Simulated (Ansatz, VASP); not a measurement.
**HfO2 in VASP and in Ansatz**

```
CELL_PARAMETERS angstrom
4.99885 0.00000 0.00000
0.00000 4.99885 0.00000
0.00000 0.00000 3.32882
ATOMIC_POSITIONS crystal
Hf 0.00000 0.00000 0.00000
Hf 0.50000 0.50000 0.50000
O 0.19495 0.80505 0.50000
O 0.30505 0.30505 0.00000
O 0.69495 0.69495 0.00000
O 0.80505 0.19495 0.50000
```

Alike in both runs: task single point; functional PBEsol; k mesh 4 × 4 × 6; no spin polarisation.

|  | VASP | Ansatz |
| --- | --- | --- |
| version | VASP 6.6.1 | Ansatz 0.2.0 |
| potentials or method | VASP PAW PBE potentials, release 64 (Hf_pv, O), cutoff 520 eV | plane waves, PAW |
| occupations | gaussian, width 0.01 eV | fixed |
| valence electrons in the cell | 44 | 76 |

```tsv
	VASP	Ansatz	Ansatz less VASP
pressure (GPa)	-21.6	-19.3	+2.24
traceless stress, the component that is largest in VASP (GPa)	-4.24	-3.83	+0.405
```

VASP's potentials were made for PBE, not for PBEsol. VASP's potentials hold 44 valence electrons a cell and Ansatz's 76, so a difference there can come from the potentials and not from the codes.

Neither program's run includes spin-orbit coupling.
